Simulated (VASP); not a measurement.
# Cs: single point with LDA

Crystal: Cs.

```xyz
2
Lattice="5.1525 0.0000 0.0000 -2.5763 4.4622 0.0000 0.0000 0.0000 8.3471" Properties=species:S:1:pos:R:3 pbc="T T T"
Cs    0.0000    2.9748    2.0868
Cs    2.5763    1.4874    6.2603
```

| Quantity | Value |
| --- | --- |
| Program | VASP 6.6.1 |
| Task | single point |
| Functional | LDA |
| Potentials or basis | VASP PAW LDA potentials, release 64 (Cs_sv) |
| Cutoff | 520 eV |
| k mesh | 9 × 9 × 5 |
| Occupations | fermi-dirac, width 0.1 eV |
| Spin | no spin polarisation |
| Dipole correction | no |
| Further INCAR settings | ALGO = Normal; EDIFF = 1e-06; NBANDS = 16 |

- Pressure: 0.0 GPa
- Band gap on the k mesh: zero (band 9 reaches 1.57 eV, above the bottom of band 10 at -0.09 eV)

Levels at points of the mesh, in eV from the Fermi level:
```
           k point  band 7  band 8  band 9  band 10  band 11  band 12
(0.00, 0.00, 0.00)  -10.41  -10.41   -1.87    -0.12     1.07     2.42
```

It took 78 s on 1 thread of Intel(R) Xeon(R) Platinum 8175M CPU @ 2.50GHz (Skylake/Cascade Lake) (shared host), peak memory 0.28 GiB.

Caveat: spin-orbit coupling is left out, which moves the levels of the heavy elements.
